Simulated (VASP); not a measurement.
# IrOs (Imma) in VASP: relaxation of cell and atoms with LDA

Aim: the relaxation of cell and atoms of IrOs with LDA.

Program: VASP 6.6.1. These are calculated values, not measurements. Logs are shortened: lines on timing, memory, paths and dates and some standing lists are left out, and cuts for length are marked.

### 1 The cell of the first run

The structure is orthorhombic, space group Imma (No. 74). Conventional cell: a = 5.409 Å, b = 7.650 Å, c = 5.409 Å, α = 90.00°, β = 90.00°, γ = 90.00°. Within 3.6 Å of Os (site symmetry 2/m) lie 6 Os at 2.70 Å and 6 Ir at 2.70 Å. Within 3.6 Å of Os (site symmetry 2/m) lie 4 Os at 2.70 Å and 8 Ir at 2.70 Å. Within 3.6 Å of Ir (site symmetry 2/m) lie 8 Os at 2.70 Å and 4 Ir at 2.70 Å. Within 3.6 Å of Ir (site symmetry 2/m) lie 6 Os at 2.70 Å and 6 Ir at 2.70 Å.

### 2 Relaxation of cell and atoms, LDA

The input, INCAR:

```
SYSTEM = IrOs
PREC = Accurate
ENCUT = 600
EDIFF = 1E-7
ISMEAR = -1
SIGMA = 0.05
LREAL = .False.
LASPH = .True.
NELM = 120
ALGO = Normal
ISIF = 3
LWAVE = .False.
LCHARG = .False.
IBRION = 2
NSW = 80
EDIFFG = -0.01
GGA_COMPAT = .False.
NELMIN = 4
```

The input, KPOINTS:

```
Automatic mesh
0
Gamma
  6 6 6
  0 0 0
```

The input, POSCAR:

```
IrOs
1.0
    0.0000000000      3.8250000000      3.8250000000
    3.8250000000      0.0000000000      3.8250000000
    3.8250000000      3.8250000000      0.0000000000
Os Ir
4 4
Direct
    0.0000000000      0.0000000000      0.0000000000
    0.0000000000      0.0000000000      0.5000000000
    0.0000000000      0.5000000000      0.5000000000
    0.5000000000      0.5000000000      0.0000000000
    0.0000000000      0.5000000000      0.0000000000
    0.5000000000      0.0000000000      0.0000000000
    0.5000000000      0.0000000000      0.5000000000
    0.5000000000      0.5000000000      0.5000000000
```

Potentials or basis: VASP PAW LDA potentials, release 64 (Os, Ir).

Launch:

```console
cat potpaw_LDA.64/Os/POTCAR potpaw_LDA.64/Ir/POTCAR > POTCAR
mpirun -np 1 vasp_std > vasp.out
```

OUTCAR:

```text
SYSTEM = IrOs
   PREC = Accurate
   ENCUT = 600
   EDIFF = 1E-7
   ISMEAR = -1
   LREAL = .False.
   LASPH = .True.
   NELM = 120
   ISIF = 3
   IBRION = 2
   NSW = 80
   EDIFFG = -0.01
   NELMIN = 4

 ion  position               nearest neighbor table
   1  0.000  0.000  0.000-   2 2.70   5 2.70   6 2.70   2 2.70   3 2.70   7 2.70   3 2.70   4 2.70
                             5 2.70   4 2.70   6 2.70   7 2.70
   2  0.000  0.000  0.500-   1 2.70   3 2.70   7 2.70   1 2.70   5 2.70   6 2.70   3 2.70   5 2.70
                             8 2.70   6 2.70   7 2.70   8 2.70
   3  0.000  0.500  0.500-   2 2.70   5 2.70   8 2.70   1 2.70   4 2.70   5 2.70   1 2.70   2 2.70
                             7 2.70   4 2.70   7 2.70   8 2.70
   4  0.500  0.500  0.000-   5 2.70   6 2.70   8 2.70   3 2.70   7 2.70   8 2.70   1 2.70   6 2.70
                             7 2.70   1 2.70   3 2.70   5 2.70
   5  0.000  0.500  0.000-   1 2.70   3 2.70   4 2.70   2 2.70   3 2.70   8 2.70   1 2.70   2 2.70
                             6 2.70   4 2.70   6 2.70   8 2.70
   6  0.500  0.000  0.000-   1 2.70   4 2.70   7 2.70   2 2.70   7 2.70   8 2.70   4 2.70   5 2.70
                             8 2.70   1 2.70   2 2.70   5 2.70
   7  0.500  0.000  0.500-   2 2.70   6 2.70   8 2.70   1 2.70   4 2.70   6 2.70   3 2.70   4 2.70
                             8 2.70   1 2.70   2 2.70   3 2.70
   8  0.500  0.500  0.500-   3 2.70   4 2.70   7 2.70   4 2.70   5 2.70   6 2.70   2 2.70   6 2.70
                             7 2.70   2 2.70   3 2.70   5 2.70

  LATTYP: Found a face centered cubic cell.
 ALAT       =     7.6500000000

  Lattice vectors:

 A1 = (   0.0000000000,   3.8250000000,   3.8250000000)
 A2 = (   3.8250000000,   0.0000000000,   3.8250000000)
 A3 = (   3.8250000000,   3.8250000000,   0.0000000000)

Analysis of symmetry for initial positions (statically):
=====================================================================
 Subroutine PRICEL returns:
 Original cell was already a primitive cell.

 Routine SETGRP: Setting up the symmetry group for a
 face centered cubic supercell.

 Subroutine GETGRP returns: Found  8 space group operations
 (whereof  4 operations were pure point group operations)
 out of a pool of 48 trial point group operations.

The static configuration has the point symmetry C_2h.
 The point group associated with its full space group is D_2h.

Analysis of symmetry for dynamics (positions and initial velocities):
=====================================================================
 Subroutine PRICEL returns:
 Original cell was already a primitive cell.

 Routine SETGRP: Setting up the symmetry group for a
 face centered cubic supercell.

 Subroutine GETGRP returns: Found  8 space group operations
 (whereof  4 operations were pure point group operations)
 out of a pool of 48 trial point group operations.

The dynamic configuration has the point symmetry C_2h.
 The point group associated with its full space group is D_2h.

 Subroutine INISYM returns: Found  8 space group operations
 (whereof  4 operations are pure point group operations),
 and found     1 'primitive' translations

----------------------------------------------------------------------------------------

                                     Primitive cell

  volume of cell :     111.9243

  direct lattice vectors                    reciprocal lattice vectors
     0.000000000  3.825000000  3.825000000    -0.130718954  0.130718954  0.130718954
     3.825000000  0.000000000  3.825000000     0.130718954 -0.130718954  0.130718954
     3.825000000  3.825000000  0.000000000     0.130718954  0.130718954 -0.130718954

  length of vectors
     5.409366876  5.409366876  5.409366876     0.226411870  0.226411870  0.226411870

  position of ions in fractional coordinates (direct lattice)
     0.000000000  0.000000000  0.000000000
     0.000000000  0.000000000  0.500000000
     0.000000000  0.500000000  0.500000000
     0.500000000  0.500000000  0.000000000
     0.000000000  0.500000000  0.000000000
     0.500000000  0.000000000  0.000000000
     0.500000000  0.000000000  0.500000000
     0.500000000  0.500000000  0.500000000

  ion indices of the primitive-cell ions
   primitive index   ion index
                 1           1
                 2           2
                 3           3
                 4           4
                 5           5
                 6           6
                 7           7
                 8           8

----------------------------------------------------------------------------------------

 KPOINTS: Automatic mesh

Automatic generation of k-mesh.
 Grid dimensions read from file:
 generate k-points for:    6    6    6

 Generating k-lattice:

  Cartesian coordinates                     Fractional coordinates (reciprocal lattice)
    -0.021786492  0.021786492  0.021786492     0.166666667  0.000000000  0.000000000
     0.021786492 -0.021786492  0.021786492     0.000000000  0.166666667  0.000000000
     0.021786492  0.021786492 -0.021786492     0.000000000  0.000000000  0.166666667

  Length of vectors
     0.037735312  0.037735312  0.037735312

  Shift w.r.t. Gamma in fractional coordinates (k-lattice)
     0.000000000  0.000000000  0.000000000

 Subroutine IBZKPT returns following result:
 ===========================================

 Found     46 irreducible k-points:

 Following reciprocal coordinates:
            Coordinates               Weight
  0.000000  0.000000  0.000000      1.000000
  0.166667  0.000000  0.000000      4.000000
  0.000000  0.166667  0.000000      4.000000
  0.333333  0.000000  0.000000      4.000000
  0.000000  0.333333  0.000000      4.000000
  0.500000  0.000000  0.000000      2.000000
[... 16 lines left out ...]
  0.000000 -0.166667  0.166667      2.000000
 -0.333333 -0.166667 -0.166667      2.000000
 [... further k-points ...]
   k-points           NKPTS =     46   k-points in BZ     NKDIM =     46   number of bands    NBANDS=     40
   number of dos      NEDOS =    301   number of ions     NIONS =      8
   total plane-waves  NPLWV = 110592
   dimension x,y,z NGX =    48 NGY =   48 NGZ =   48
   dimension x,y,z NGXF=    96 NGYF=   96 NGZF=   96
   ions per type =               4   4
   NGX,Y,Z   is equivalent  to a cutoff of  14.75, 14.75, 14.75 a.u.
   NGXF,Y,Z  is equivalent  to a cutoff of  29.50, 29.50, 29.50 a.u.
 SYSTEM =  IrOs
   PREC   = accura    normal or accurate (medium, high low for compatibility)
   ISTART =      0    job   : 0-new  1-cont  2-samecut
   ICHARG =      2    charge: 1-file 2-atom 10-const
   ISPIN  =      1    spin polarized calculation?
   LNONCOLLINEAR =      F non collinear calculations
   LSORBIT =      F    spin-orbit coupling
   LASPH  =      T    aspherical Exc in radial PAW
   ENCUT  =  600.0 eV  44.10 Ry    6.64 a.u.  10.80 10.80 10.80*2*pi/ulx,y,z
   NELM   =    120;   NELMIN=  4; NELMDL= -5     # of ELM steps
   EDIFF  = 0.1E-06   stopping-criterion for ELM
   LREAL  =      F    real-space projection
   EDIFFG = -.1E-01   stopping-criterion for IOM
   NSW    =     80    number of steps for IOM
   IBRION =      2    ionic relax: 0-MD 1-quasi-New 2-CG
   NFREE  =      1    steps in history (QN), initial steepest desc. (CG)
   ISIF   =      3    stress and relaxation
   ISYM   =      2    0-nonsym 1-usesym 2-fastsym
   POTIM  = 0.5000    time-step for ionic-motion
   TEBEG  =    0.0;   TEEND  =   0.0 temperature during run
   PSTRESS=    0.0 pullay stress
   NELECT =      68.0000    total number of electrons
   NUPDOWN=      -1.0000    fix difference up-down
   EMIN   =  10.00;   EMAX   =-10.00  energy-range for DOS
   EFERMI =   0.00;   METHOD = LEGACY
   ISMEAR =    -1;   SIGMA  =   0.05  broadening in eV -4-tet -1-fermi 0-gaus
   EFERMI_NEDOS =   21; number of points for ismear=-14 and -15
   IALGO  =     38    algorithm
   IMIX   =      4    mixing-type and parameters
     AMIX     =   0.40;   BMIX     =  1.00
     AMIX_MAG =   1.60;   BMIX_MAG =  1.00
  volume/ion in A,a.u.               =      13.99        94.41
  Fermi-wavevector in a.u.,A,eV,Ry     =   1.386553  2.620205 26.157585  1.922528
  Thomas-Fermi vector in A             =   2.510858
   LORBIT       =      0    0 simple, 1 ext, 2 COOP (PROOUT), +10 PAW based schemes
   GGA     = CA    functional components
   LHFCALC =     F    Hartree Fock is set to
   AEXX    =    0.0000 exact exchange contribution
   IVDW    =     0    specifies the selected vdW correction
   LEPSILON=     F    determine dielectric tensor
   LRPA    =     F    only Hartree local field effects (RPA)
 conjugate gradient relaxation of ions
 non-spin polarized calculation
  energy-cutoff  :      600.00
  volume of cell :      111.92
 maximum number of plane-waves:      3765
 NGX is ok and might be reduce to    48
   NGX = 21   NGY = 21   NGZ = 21

--------------------------------------- Ionic step        1  -------------------------------------------

 number of electron      68.0000000 magnetization

 Free energy of the ion-electron system (eV)
  ---------------------------------------------------
  ext. energy  EPLUGINS =         0.00000000
  ---------------------------------------------------
  free energy    TOTEN  =       -91.42419364 eV

  energy without entropy =      -91.34654205  energy(sigma->0) =      -91.38536784

 E-fermi :   9.9507     XC(G=0): -14.1919

 val. band max:        9.9464037943   @ k =   0.3333   0.0000   0.0000
 cond. band min:       9.9541919947   @ k =   0.3333   0.1667  -0.3333
 fundamental gap:      0.0077882004
 Fermi energy:         9.9507011655

 k-point     1 :       0.0000    0.0000    0.0000
  band No.  band energies     occupation
      1      -1.1049      2.00000
      2       1.8866      2.00000
      3       1.9101      2.00000
      4       1.9150      2.00000
      5       1.9457      2.00000
      6       2.0449      2.00000
[... 1230 lines left out ...]
  energy  without entropy=      -91.3653160877  energy(sigma->0) =      -91.40365895

--------------------------------------- Ionic step        6  -------------------------------------------

 number of electron      68.0000002 magnetization

 Free energy of the ion-electron system (eV)
  ---------------------------------------------------
  ext. energy  EPLUGINS =         0.00000000
  ---------------------------------------------------
  free energy    TOTEN  =       -91.44212974 eV

  energy without entropy =      -91.36543083  energy(sigma->0) =      -91.40378029

 E-fermi :  10.1308     XC(G=0): -14.2536

 val. band max:       10.1289295540   @ k =   0.3333   0.0000   0.0000
 cond. band min:      10.1314160264   @ k =   0.0000  -0.3333   0.1667
 fundamental gap:      0.0024864724
 Fermi energy:        10.1307734252

 k-point     1 :       0.0000    0.0000    0.0000
  band No.  band energies     occupation
      1      -1.0317      2.00000
      2       1.9569      2.00000
      3       1.9821      2.00000
      4       1.9838      2.00000
      5       2.0183      2.00000
      6       2.1035      2.00000
[... 1058 lines left out ...]
  FREE ENERGIE OF THE ION-ELECTRON SYSTEM (eV)
  ---------------------------------------------------
  free  energy   TOTEN  =       -91.4421297438 eV

  energy  without entropy=      -91.3654308327  energy(sigma->0) =      -91.40378029

 reached required accuracy - stopping structural energy minimisation
```

It took 13 min on 1 thread of Intel Xeon 6975P-C (Granite Rapids), shared host; peak memory 0.41 GiB.

What came out:

| Property | Result |
| --- | --- |
| Free energy | -91.4421 eV |
| Relaxed volume | 13.84 Å³/atom |
| Relaxed cell | a = 5.399 Å, b = 5.388 Å, c = 5.388 Å, α = 60.02°, β = 59.93°, γ = 59.93° |
| Space group after relaxing (to 0.1 Å) | Imma (No. 74) |
| Energy gained by relaxing | 2.2 meV/atom |
| Ionic steps | 6 |
| Pressure after relaxing | 0.0 GPa |
| Band gap on the k mesh | zero (bands 34 and 35 overlap by 2.71 eV) |

The path:
| step | energy change (eV) | largest force (eV/Å) | pressure (GPa) | volume (Å³) |
| --- | --- | --- | --- | --- |
| 1 | 0.0000 | 0.0000 | -4.50 | 111.92 |
| 2 | 0.3184 | 0.0000 | 22.33 | 105.68 |
| 3 | -0.0176 | 0.0000 | -0.05 | 110.73 |
| 4 | -0.0176 | 0.0000 | 0.05 | 110.71 |
| 5 | -0.0178 | 0.0000 | -0.04 | 110.73 |
| 6 | -0.0179 | 0.0000 | -0.01 | 110.72 |

Final structure:
```
Os Ir
1.0
     0.00000    3.81784    3.81784
     3.80518    0.00354    3.81430
     3.80518    3.81430    0.00354
Os Ir
4 4
Cartesian
  3.8052 3.8143 0.0035
  1.9026 1.9071 0.0018
  3.8052 1.9089 1.9089
  1.9026 1.9107 3.8161
  5.7078 3.8161 1.9107
  0.0000 1.9089 1.9089
  1.9026 3.8161 1.9107
  3.8052 3.8178 3.8178
```

Levels at points of the mesh, in eV from the Fermi level:
| k point | band 32 | band 33 | band 34 | band 35 | band 36 | band 37 |
| --- | --- | --- | --- | --- | --- | --- |
| (0.00, 0.00, 0.00) | 1.51 | 1.53 | 1.62 | 1.72 | 1.72 | 1.81 |
| (0.50, 0.00, 0.00) | -1.08 | -0.64 | -0.63 | -0.15 | -0.15 | 1.15 |
| (0.00, 0.50, 0.00) | -1.30 | -0.48 | -0.48 | -0.29 | -0.29 | 1.45 |
| (0.50, 0.50, 0.00) | -1.26 | -1.26 | -1.12 | -1.06 | -1.05 | -0.52 |
| (0.00, 0.50, 0.50) | -1.41 | -1.38 | -1.27 | -0.89 | -0.87 | -0.85 |

Caveat: spin-orbit coupling is left out, which moves the levels of the heavy elements.
